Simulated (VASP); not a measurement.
# As (Cmce) in VASP: single point with PBEsol

Aim: the single point of As with PBEsol.

Program: VASP 6.6.1. These are calculated values, not measurements. Logs are shortened: lines on timing, memory, paths and dates and some standing lists are left out, and cuts for length are marked.

### 1 The cell of the first run

Symmetry: Cmce, No. 64, orthorhombic system. The conventional cell has a = 3.650 Å, b = 11.000 Å, c = 4.470 Å, α = 90.00°, β = 90.00°, γ = 90.00°. Within 3.4 Å of As (site symmetry m) lie 5 As at 2.48 to 3.32 Å.

### 2 Single point, PBEsol

Input file INCAR:

```
PREC     = Accurate       # precision mode
ENCUT    = 520            # plane-wave cutoff, eV
EDIFF    = 1E-7           # SCF threshold, eV
ISMEAR   = 0              # smearing method
SIGMA    = 0.05           # smearing width, eV
LREAL    = F              # projectors in reciprocal space
LASPH    = T              # aspherical terms in the spheres
NELM     = 60             # most SCF steps
ALGO     = Normal         # electronic algorithm
ISIF     = 2              # what is computed and relaxed
LWAVE    = F              # write WAVECAR
LCHARG   = F              # write CHGCAR
GGA      = PS             # functional
NBANDS   = 18             # bands
```

Input file KPOINTS:

```
Automatic mesh
0
Gamma
  12 12 10
```

Input file POSCAR:

```
As
1.0
    1.8250000000     -5.5000000000      0.0000000000
    1.8250000000      5.5000000000      0.0000000000
    0.0000000000      0.0000000000      4.4700000000
As
4
Direct
    0.1100000000      0.8900000000      0.0600000000
    0.6100000000      0.3900000000      0.4400000000
    0.8900000000      0.1100000000      0.9400000000
    0.3900000000      0.6100000000      0.5600000000
```

Potentials or basis: VASP PAW PBE potentials, release 64 (As).

Launch:

```console
> cat potpaw_PBE.64/As/POTCAR > POTCAR
> mpirun -np 1 vasp_std > vasp.out
```

OUTCAR:

```text
PREC = Accurate
   ENCUT = 520
   EDIFF = 1E-7
   ISMEAR = 0
   LREAL = F
   LASPH = T
   NELM = 60
   ISIF = 2
   GGA = PS

 ion  position               nearest neighbor table
   1  0.110  0.890  0.060-   3 2.48   2 2.49   2 2.49
   2  0.610  0.390  0.440-   4 2.48   1 2.49   1 2.49
   3  0.890  0.110  0.940-   1 2.48   4 2.49   4 2.49
   4  0.390  0.610  0.560-   2 2.48   3 2.49   3 2.49

  LATTYP: Found a base centered orthorhombic cell.
 ALAT       =     3.6500000000
 B/A-ratio  =     3.0136986301
 C/A-ratio  =     1.2246575342

  Lattice vectors:

 A1 = (   1.8250000000,  -5.5000000000,   0.0000000000)
 A2 = (   1.8250000000,   5.5000000000,   0.0000000000)
 A3 = (   0.0000000000,   0.0000000000,   4.4700000000)

Analysis of symmetry for initial positions (statically):
=====================================================================
 Subroutine PRICEL returns:
 Original cell was already a primitive cell.

 Routine SETGRP: Setting up the symmetry group for a
 base centered orthorhombic supercell.

 Subroutine GETGRP returns: Found  8 space group operations
 (whereof  4 operations were pure point group operations)
 out of a pool of  8 trial point group operations.

The static configuration has the point symmetry C_2h.
 The point group associated with its full space group is D_2h.

Analysis of symmetry for dynamics (positions and initial velocities):
=====================================================================
 Subroutine PRICEL returns:
 Original cell was already a primitive cell.

 Routine SETGRP: Setting up the symmetry group for a
 base centered orthorhombic supercell.

 Subroutine GETGRP returns: Found  8 space group operations
 (whereof  4 operations were pure point group operations)
 out of a pool of  8 trial point group operations.

The dynamic configuration has the point symmetry C_2h.
 The point group associated with its full space group is D_2h.

 Subroutine INISYM returns: Found  8 space group operations
 (whereof  4 operations are pure point group operations),
 and found     1 'primitive' translations

----------------------------------------------------------------------------------------

                                     Primitive cell

  volume of cell :      89.7353

  direct lattice vectors                    reciprocal lattice vectors
     1.825000000 -5.500000000  0.000000000     0.273972603 -0.090909091  0.000000000
     1.825000000  5.500000000  0.000000000     0.273972603  0.090909091  0.000000000
     0.000000000  0.000000000  4.470000000     0.000000000  0.000000000  0.223713647

  length of vectors
     5.794879205  5.794879205  4.470000000     0.288661480  0.288661480  0.223713647

  position of ions in fractional coordinates (direct lattice)
     0.110000000  0.890000000  0.060000000
     0.610000000  0.390000000  0.440000000
     0.890000000  0.110000000  0.940000000
     0.390000000  0.610000000  0.560000000

  ion indices of the primitive-cell ions
   primitive index   ion index
                 1           1
                 2           2
                 3           3
                 4           4

----------------------------------------------------------------------------------------

 KPOINTS: Automatic mesh

Automatic generation of k-mesh.
 Grid dimensions read from file:
 generate k-points for:   12   12   10

 Generating k-lattice:

  Cartesian coordinates                     Fractional coordinates (reciprocal lattice)
     0.022831050 -0.007575758  0.000000000     0.083333333 -0.000000000  0.000000000
     0.022831050  0.007575758  0.000000000    -0.000000000  0.083333333  0.000000000
     0.000000000  0.000000000  0.022371365     0.000000000  0.000000000  0.100000000

  Length of vectors
     0.024055123  0.024055123  0.022371365

  Shift w.r.t. Gamma in fractional coordinates (k-lattice)
     0.000000000  0.000000000  0.000000000

 Subroutine IBZKPT returns following result:
 ===========================================

 Found    258 irreducible k-points:

 Following reciprocal coordinates:
            Coordinates               Weight
  0.000000  0.000000  0.000000      1.000000
  0.083333 -0.000000  0.000000      4.000000
  0.166667 -0.000000  0.000000      4.000000
  0.250000  0.000000  0.000000      4.000000
  0.333333 -0.000000  0.000000      4.000000
  0.416667 -0.000000  0.000000      4.000000
[... 16 lines left out ...]
  0.500000  0.166667  0.000000      4.000000
 -0.416667  0.166667  0.000000      4.000000
 [... further k-points ...]
   k-points           NKPTS =    258   k-points in BZ     NKDIM =    258   number of bands    NBANDS=     18
   number of dos      NEDOS =    301   number of ions     NIONS =      4
   total plane-waves  NPLWV =  82944
   dimension x,y,z NGX =    48 NGY =   48 NGZ =   36
   dimension x,y,z NGXF=    96 NGYF=   96 NGZF=   72
   ions per type =               4
   NGX,Y,Z   is equivalent  to a cutoff of  13.77, 13.77, 13.39 a.u.
   NGXF,Y,Z  is equivalent  to a cutoff of  27.54, 27.54, 26.78 a.u.
 SYSTEM =  unknown system
   PREC   = accura    normal or accurate (medium, high low for compatibility)
   ISTART =      0    job   : 0-new  1-cont  2-samecut
   ICHARG =      2    charge: 1-file 2-atom 10-const
   ISPIN  =      1    spin polarized calculation?
   LNONCOLLINEAR =      F non collinear calculations
   LSORBIT =      F    spin-orbit coupling
   LASPH  =      T    aspherical Exc in radial PAW
   ENCUT  =  520.0 eV  38.22 Ry    6.18 a.u.  10.77 10.77  8.31*2*pi/ulx,y,z
   NELM   =     60;   NELMIN=  2; NELMDL= -5     # of ELM steps
   EDIFF  = 0.1E-06   stopping-criterion for ELM
   LREAL  =      F    real-space projection
   EDIFFG = 0.1E-05   stopping-criterion for IOM
   NSW    =      0    number of steps for IOM
   IBRION =     -1    ionic relax: 0-MD 1-quasi-New 2-CG
   NFREE  =      0    steps in history (QN), initial steepest desc. (CG)
   ISIF   =      2    stress and relaxation
   ISYM   =      2    0-nonsym 1-usesym 2-fastsym
   POTIM  = 0.5000    time-step for ionic-motion
   TEBEG  =    0.0;   TEEND  =   0.0 temperature during run
   PSTRESS=    0.0 pullay stress
   NELECT =      20.0000    total number of electrons
   NUPDOWN=      -1.0000    fix difference up-down
   EMIN   =  10.00;   EMAX   =-10.00  energy-range for DOS
   EFERMI =   0.00;   METHOD = LEGACY
   ISMEAR =     0;   SIGMA  =   0.05  broadening in eV -4-tet -1-fermi 0-gaus
   EFERMI_NEDOS =   21; number of points for ismear=-14 and -15
   IALGO  =     38    algorithm
   IMIX   =      4    mixing-type and parameters
     AMIX     =   0.40;   BMIX     =  1.00
     AMIX_MAG =   1.60;   BMIX_MAG =  1.00
  volume/ion in A,a.u.               =      22.43       151.39
  Fermi-wavevector in a.u.,A,eV,Ry     =   0.992576  1.875697 13.404559  0.985207
  Thomas-Fermi vector in A             =   2.124398
   LORBIT       =      0    0 simple, 1 ext, 2 COOP (PROOUT), +10 PAW based schemes
   GGA     = PS    functional components
   LHFCALC =     F    Hartree Fock is set to
   AEXX    =    0.0000 exact exchange contribution
   IVDW    =     0    specifies the selected vdW correction
   LEPSILON=     F    determine dielectric tensor
   LRPA    =     F    only Hartree local field effects (RPA)
 non-spin polarized calculation
 Gauss-broadening in eV      SIGMA  =   0.05
  energy-cutoff  :      520.00
  volume of cell :       89.74
 maximum number of plane-waves:      2444
 NGX is ok and might be reduce to    48
   NGX = 21   NGY = 21   NGZ = 17

 number of electron      20.0000001 magnetization

 Free energy of the ion-electron system (eV)
  ---------------------------------------------------
  ext. energy  EPLUGINS =         0.00000000
  ---------------------------------------------------
  free energy    TOTEN  =       -20.23560330 eV

  energy without entropy =      -20.23509701  energy(sigma->0) =      -20.23535015

 E-fermi :   4.7322     XC(G=0):  -9.9001

 val. band max:        4.7280272159   @ k =   0.5000   0.1667   0.0000
 cond. band min:       4.7329995298   @ k =  -0.1667   0.1667   0.4000
 fundamental gap:      0.0049723139
 Fermi energy:         4.7321604870

 k-point     1 :       0.0000    0.0000    0.0000
  band No.  band energies     occupation
      1     -10.1134      2.00000
      2      -7.3315      2.00000
      3      -4.7018      2.00000
      4      -1.4005      2.00000
      5      -1.3176      2.00000
      6       0.3532      2.00000
[... 10 lines left out ...]
     17      11.7034      0.00000
     18      11.8469      0.00000

 k-point     2 :       0.0833   -0.0000    0.0000
  band No.  band energies     occupation
      1     -10.0398      2.00000
      2      -7.2740      2.00000
      3      -4.7784      2.00000
      4      -1.5225      2.00000
      5      -1.3151      2.00000
      6       0.4291      2.00000
[... 10 lines left out ...]
     17      11.1184      0.00000
     18      11.6838      0.00000

 k-point     3 :       0.1667   -0.0000    0.0000
  band No.  band energies     occupation
      1      -9.8205      2.00000
      2      -7.1009      2.00000
      3      -5.0295      2.00000
      4      -2.0856      2.00000
      5      -1.0622      2.00000
      6       0.6508      2.00000
[... 10 lines left out ...]
     17      10.2512      0.00000
     18      11.5913      0.00000

 k-point     4 :       0.2500    0.0000    0.0000
  band No.  band energies     occupation
      1      -9.4594      2.00000
      2      -6.8116      2.00000
      3      -5.4871      2.00000
      4      -2.8644      2.00000
      5      -0.6529      2.00000
      6       0.5918      2.00000
[... 10 lines left out ...]
     17      10.7870      0.00000
     18      11.5584      0.00000

 k-point     5 :       0.3333   -0.0000    0.0000
  band No.  band energies     occupation
      1      -8.9648      2.00000
      2      -6.4055      2.00000
      3      -6.1309      2.00000
      4      -3.7067      2.00000
      5      -0.1127      2.00000
      6       0.5711      2.00000
[... 10 lines left out ...]
     17      11.7045      0.00000
     18      11.9475      0.00000

 k-point     6 :       0.4167   -0.0000    0.0000
  band No.  band energies     occupation
      1      -8.3508      2.00000
      2      -6.8795      2.00000
      3      -5.8838      2.00000
      4      -4.5178      2.00000
      5       0.4868      2.00000
      6       0.7686      2.00000
[... 10 lines left out ...]
     17      12.0279      0.00000
     18      12.1531      0.00000

 k-point     7 :       0.5000    0.0000    0.0000
  band No.  band energies     occupation
      1      -7.6418      2.00000
      2      -7.6418      2.00000
      3      -5.2510      2.00000
      4      -5.2510      2.00000
      5       0.8823      2.00000
      6       0.8823      2.00000
[... 10 lines left out ...]
     17      12.2422      0.00000
     18      12.2422      0.00000

 k-point     8 :       0.0833    0.0833    0.0000
  band No.  band energies     occupation
      1      -9.8384      2.00000
      2      -7.0492      2.00000
      3      -5.0325      2.00000
      4      -2.0778      2.00000
      5      -1.1387      2.00000
      6       0.6054      2.00000
[... 10 lines left out ...]
     17      10.2182      0.00000
     18      12.0356      0.00000
[... 229 lines left out ...]
     17      11.6433      0.00000
     18      12.5885      0.00000

 k-point    20 :       0.2500    0.1667    0.0000
  band No.  band energies     occupation
      1      -8.4426      2.00000
      2      -6.7906      2.00000
      3      -5.6276      2.00000
      4      -4.7295      2.00000
      5       0.0908      2.00000
      6       0.7848      2.00000
[... 10 lines left out ...]
     17      11.5267      0.00000
     18      12.6712      0.00000

 k-point    21 :       0.3333    0.1667    0.0000
  band No.  band energies     occupation
      1      -7.7485      2.00000
      2      -7.5137      2.00000
      3      -5.5462      2.00000
      4      -4.9558      2.00000
      5       0.5260      2.00000
      6       1.1062      2.00000
[... 10 lines left out ...]
     17      11.7933      0.00000
     18      12.4147      0.00000

 k-point    22 :       0.4167    0.1667    0.0000
  band No.  band energies     occupation
      1      -8.1995      2.00000
      2      -6.9839      2.00000
      3      -6.2340      2.00000
      4      -4.2259      2.00000
      5       0.6282      2.00000
      6       1.0521      2.00000
[... 10 lines left out ...]
     17      12.2306      0.00000
     18      12.3886      0.00000

 k-point    23 :       0.5000    0.1667    0.0000
  band No.  band energies     occupation
      1      -8.8076      2.00000
      2      -6.7790      2.00000
      3      -6.2091      2.00000
      4      -3.4753      2.00000
      5       0.5087      2.00000
      6       0.5260      2.00000
[... 10 lines left out ...]
     17      12.0343      0.00000
     18      12.1319      0.00000

 k-point    24 :      -0.4167    0.1667    0.0000
  band No.  band energies     occupation
      1      -9.3108      2.00000
      2      -7.1780      2.00000
      3      -5.5171      2.00000
      4      -2.7570      2.00000
      5      -0.0742      2.00000
      6       0.5568      2.00000
[... 10 lines left out ...]
     17      10.6267      0.00000
     18      11.4197      0.00000

 [... further k-points ...]
[... 5 lines left out ...]
  --------------------------------------------------------------------------------------
  -------------------------------------------------------------------------------------
  Total        0.4930082      0.0949852     -0.4190712      0.0000000      0.0000000      0.0000000
  in kB        8.8024104      1.6959134     -7.4823036      0.0000000      0.0000000      0.0000000
  external PRESSURE =       1.0053401 kB  Pullay stress =       0.0000000 kB

 VOLUME and BASIS-vectors are now :
 -----------------------------------------------------------------------------
  energy-cutoff  :      520.00
  volume of cell :       89.74
      direct lattice vectors                 reciprocal lattice vectors
     1.825000000 -5.500000000  0.000000000     0.273972603 -0.090909091  0.000000000
     1.825000000  5.500000000  0.000000000     0.273972603  0.090909091  0.000000000
     0.000000000  0.000000000  4.470000000     0.000000000  0.000000000  0.223713647

 POSITION                                       TOTAL-FORCE (eV/Angst)
 -----------------------------------------------------------------------------------
      1.82500      4.29000      0.26820         0.000000     -0.100459      0.049317
      1.82500     -1.21000      1.96680         0.000000     -0.100459     -0.049317
      1.82500     -4.29000      4.20180         0.000000      0.100459     -0.049317
      1.82500      1.21000      2.50320         0.000000      0.100459      0.049317
 -----------------------------------------------------------------------------------
    total drift:                               -0.000000      0.000000     -0.000000

  FREE ENERGIE OF THE ION-ELECTRON SYSTEM (eV)
  ---------------------------------------------------
  free  energy   TOTEN  =       -20.2356032978 eV

  energy  without entropy=      -20.2350970097  energy(sigma->0) =      -20.23535015
```

Wall time 6.8 min (1 thread of Intel Xeon Platinum 8259CL at 2.50GHz (Skylake/Cascade Lake), shared host); peak memory 0.5 GiB.

Results:

* Free energy: -20.2356 eV
* Pressure: 0.1 GPa
* Largest force: 0.112 eV/Å
* Band gap on the k mesh: zero (bands 10 and 11 overlap by 0.22 eV)

Forces in eV/Å, atoms in the order of the input:
```
As   0.000 -0.100  0.049
As   0.000 -0.100 -0.049
As   0.000  0.100 -0.049
As   0.000  0.100  0.049
```

Stress tensor (GPa, compression positive):
```
 0.88  0.00  0.00
 0.00  0.17  0.00
 0.00  0.00 -0.75
```

Caveat: the PAW data sets were made with another functional, which shifts forces and pressure a little.
